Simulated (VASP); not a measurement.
# CsTaS2: relaxation of cell and atoms with PBE

The system is CsTaS2.

```xyz
4
Lattice="3.3979 0.0000 0.0000 -1.6989 2.9426 0.0000 0.0000 0.0000 7.9626" Properties=species:S:1:pos:R:3 pbc="T T T"
Cs    0.0000    1.9618    3.9813
Ta    1.6989    0.9809    0.0000
S     0.0000    0.0000    1.5784
S     0.0000    0.0000    6.3842
```

| Quantity | Value |
| --- | --- |
| Program | VASP 6.6.1 |
| Task | relaxation of cell and atoms |
| Functional | PBE |
| Potentials or basis | VASP PAW PBE potentials, release 64 (Cs_sv, Ta_pv, S) |
| Cutoff | 600 eV |
| k mesh | 6 × 6 × 2 |
| Occupations | gaussian, width 0.1 eV |
| Spin | no spin polarisation |
| Dipole correction | no |
| Further INCAR settings | ALGO = Normal; EDIFF = 1e-06; IBRION = 2; EDIFFG = -0.04; NSW = 90; ISIF = 3 |

```json
{
  "Relaxed volume": "22.62 Å³/atom",
  "Relaxed cell": "a = 3.548 Å, b = 3.548 Å, c = 8.298 Å, α = 90.00°, β = 90.00°, γ = 120.00°",
  "Space group after relaxing (to 0.05 Å)": "P-6m2 (No. 187)",
  "Energy gained by relaxing": "112.0 meV/atom",
  "Ionic steps": "7",
  "Pressure after relaxing": "-0.2 GPa",
  "Largest force after relaxing": "0.005 eV/Å",
  "Band gap on the k mesh": "0.11 eV, indirect (least direct gap 0.60 eV)"
}
```

Forces in eV/Å, atoms in the order of the input:
```
Cs   0.000  0.000  0.000
Ta   0.000  0.000  0.000
S    0.000  0.000 -0.005
S    0.000  0.000  0.005
```

The path:
```tsv
step	energy change (eV)	largest force (eV/Å)	pressure (GPa)	volume (Å³)
1	0.0000	1.3500	9.42	79.62
2	-0.2909	1.3019	-4.95	93.88
3	-0.3331	1.3016	-1.95	89.69
4	-0.4372	0.1028	0.28	89.55
5	-0.4372	0.0802	0.33	89.55
6	-0.4464	0.0306	0.01	90.09
7	-0.4481	0.0054	-0.21	90.49
```

Final structure:
```
Cs Ta S
1.0
     3.54839    0.00000    0.00000
    -1.77420    3.07300    0.00000
     0.00000    0.00000    8.29844
Cs Ta S
1 1 2
Direct
  0.33333 0.66667 0.50000
  0.66667 0.33333 0.00000
  0.00000 0.00000 0.18093
  0.00000 0.00000 0.81907
```

Levels at points of the mesh, in eV from the valence-band top:
| k point | band 12 | band 13 | band 14 | band 15 | band 16 | band 17 | band 18 | band 19 | band 20 |
| --- | --- | --- | --- | --- | --- | --- | --- | --- | --- |
| (0.00, 0.00, 0.00) | -4.19 | -3.22 | -3.22 | -2.47 | -0.52 | 0.79 | 1.30 | 1.38 | 1.40 |
| (0.50, 0.00, 0.00) | -5.45 | -4.52 | -3.40 | -3.40 | -1.75 | 0.24 | 1.19 | 1.77 | 1.90 |
| (0.00, 0.00, 0.50) | -4.19 | -3.49 | -3.22 | -3.22 | 0.00 | 0.60 | 1.35 | 1.35 | 1.54 |
| (0.50, 0.00, 0.50) | -5.67 | -4.45 | -3.50 | -3.41 | -1.48 | 0.11 | 1.65 | 1.71 | 1.95 |

Wall time 2.1 min on 1 thread of Intel Xeon 6975P-C (shared host), peak memory 0.24 GiB.

Caveat: spin-orbit coupling is left out, which moves the levels of the heavy elements. A k mesh can miss the band edges.
